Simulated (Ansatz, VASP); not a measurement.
**Tl: VASP beside Ansatz**

The input INCAR:

```
AGGAC = 1.0
AGGAX = 1.0
ALDAC = 0.0
ALDAX = 1.0
ALGO = Normal
EDIFF = 1E-6
ENCUT = 520
GGA = B5
ISIF = 2
ISMEAR = -1
LASPH = T
LCHARG = F
LREAL = F
LWAVE = F
NBANDS = 34
NELM = 100
PREC = Accurate
SIGMA = 0.1
```

The input KPOINTS:

```
k-points
0
Gamma
  11 11 3
```

Contents of POSCAR:

```
Tl
1.0
    3.7725141969      0.0000000000      0.0000000000
   -1.8862570985      3.2670931307      0.0000000000
    0.0000000000      0.0000000000     11.9375333767
Tl
4
Direct
    0.0000000000      0.0000000000      0.0000000000
    0.0000000000      0.0000000000      0.5000000000
    0.3333333333      0.6666666667      0.2500000000
    0.6666666667      0.3333333333      0.7500000000
```

Input for Ansatz:

```yaml
crystal:
  lattice:
    - [3.7725141969, 0.0, 0.0]
    - [-1.8862570985, 3.2670931307, 0.0]
    - [0.0, 0.0, 11.9375333767]
  atoms:
    - { symbol: Tl, position: [0.0, 0.0, 0.0] }
    - { symbol: Tl, position: [0.0, 0.0, 0.5] }
    - { symbol: Tl, position: [0.3333333333, 0.6666666667, 0.25] }
    - { symbol: Tl, position: [0.6666666667, 0.3333333333, 0.75] }
hamiltonian:
  xc: blyp
  pseudopotentials:
    kind: paw
    azcp:
      Tl: "pseudopotentials/Tl.paw.azcp"
basis:
  ecutwfc: 420
  fft_grid_basis: typed
kpoints:
  mp_grid: { grid: [11, 11, 3], shift: [0, 0, 0] }
magnetization:
  spin_polarized: false
scf:
  occupations: { method: fermi_dirac, width: 0.1 }
  lower_state_search: "off"
output:
  stress: true
```

Alike in both runs: task single point; functional BLYP; k mesh 11 × 11 × 3; occupations fermi-dirac, width 0.1 eV; no spin polarisation.

```csv
,VASP,Ansatz
version,VASP 6.6.1,Ansatz 0.2.0
potentials or method,"VASP PAW PBE potentials, release 64 (Tl_d), cutoff 520 eV","plane waves (420 eV) with PAW, scalar-relativistic"
valence electrons in the cell,52,52
```

```csv
,VASP,Ansatz,Ansatz less VASP
pressure (GPa),-0.6,-0.6,0.00
"traceless stress, the component that is largest in VASP (GPa)",-0.10,-0.11,-0.007
```

VASP's potentials were made for PBE, not for BLYP. The functional is the same, so the differences come from potentials, cutoffs and numerics.

Spin-orbit coupling is off throughout.
